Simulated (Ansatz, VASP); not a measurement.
## Si2C: VASP beside Ansatz

Contents of INCAR:

```
SYSTEM = Si2C
ALGO = Normal
EDIFF = 1E-6
ENCUT = 520
GGA = PE
ISIF = 2
ISMEAR = 0
ISPIN = 2
LASPH = .TRUE.
LCHARG = .TRUE.
LELF = .TRUE.
LORBIT = 11
LREAL = .FALSE.
LVHAR = .TRUE.
LWAVE = .FALSE.
MAGMOM = 0 0 0 0 1 1
NBANDS = 25
NELM = 150
PREC = Accurate
SIGMA = 0.1
```

KPOINTS

```
k-points
0
G
  6 6 4
  0 0 0
```

Contents of POSCAR:

```
Si2C
1.0
    1.3570166900     -7.0512655800      0.0000000000
    1.3570166900      7.0512655800      0.0000000000
    0.0000000000      0.0000000000      4.5153730400
Si C
4 2
Direct
    0.1111111100      0.8888888900      0.2500000000
    0.7777777800      0.2222222200      0.2500000000
    0.2222222200      0.7777777800      0.7500000000
    0.8888888900      0.1111111100      0.7500000000
    0.4444444400      0.5555555600      0.2500000000
    0.5555555600      0.4444444400      0.7500000000
```

Input for Ansatz:

```yaml
crystal:
  lattice:
    - [1.35701669, -7.05126558, 0.0]
    - [1.35701669, 7.05126558, 0.0]
    - [0.0, 0.0, 4.51537304]
  atoms:
    - { symbol: Si, position: [0.11111111, 0.88888889, 0.25] }
    - { symbol: Si, position: [0.77777778, 0.22222222, 0.25] }
    - { symbol: Si, position: [0.22222222, 0.77777778, 0.75] }
    - { symbol: Si, position: [0.88888889, 0.11111111, 0.75] }
    - { symbol: C, position: [0.44444444, 0.55555556, 0.25], spin: 1.0 }
    - { symbol: C, position: [0.55555556, 0.44444444, 0.75], spin: 1.0 }
basis:
  ecutwfc: 420
kpoints:
  mp_grid: { grid: [6, 6, 4] }
hamiltonian:
  xc: pbe
scf:
  occupations: { method: gaussian, width: 0.1 }
  lower_state_search: "off"
output:
  forces: true
  stress: true
  eigenvalues: true
  populations: true
magnetization:
  spin_polarized: true
```

Alike in both runs: task single point; functional PBE; k mesh 6 × 6 × 4; occupations gaussian, width 0.1 eV; collinear spin.

|  | VASP | Ansatz |
| --- | --- | --- |
| version | VASP 6.6.1 | Ansatz 0.2.0 |
| potentials or method | VASP PAW PBE potentials, release 64 (Si, C), cutoff 520 eV | scalar-relativistic, plane waves, PAW |
| valence electrons in the cell | 24 | 24 |

Ansatz gave:

```
gap on the k mesh at the Fermi level (eV)                     : none
pressure (GPa)                                                : -14.9
traceless stress, the component that is largest in VASP (GPa) : 4.57
rms of the force components (eV/Å)                            : 0.517
net moment per atom (μB)                                      : 0.00
```

Q: What did VASP give for the same quantities?

A: gap on the k mesh at the Fermi level (eV): none; pressure (GPa): -14.9; traceless stress, the component that is largest in VASP (GPa): 4.56; rms of the force components (eV/Å): 0.515; net moment per atom (μB): 0.00.

Atom by atom the forces differ by 0.002 eV/Å (rms over components). A gap of «none» marks a metal or a gap that the smearing closes. Ansatz's warnings: seeded moment not kept.

The k mesh is coarse, so the values compare programs but aren't converged.
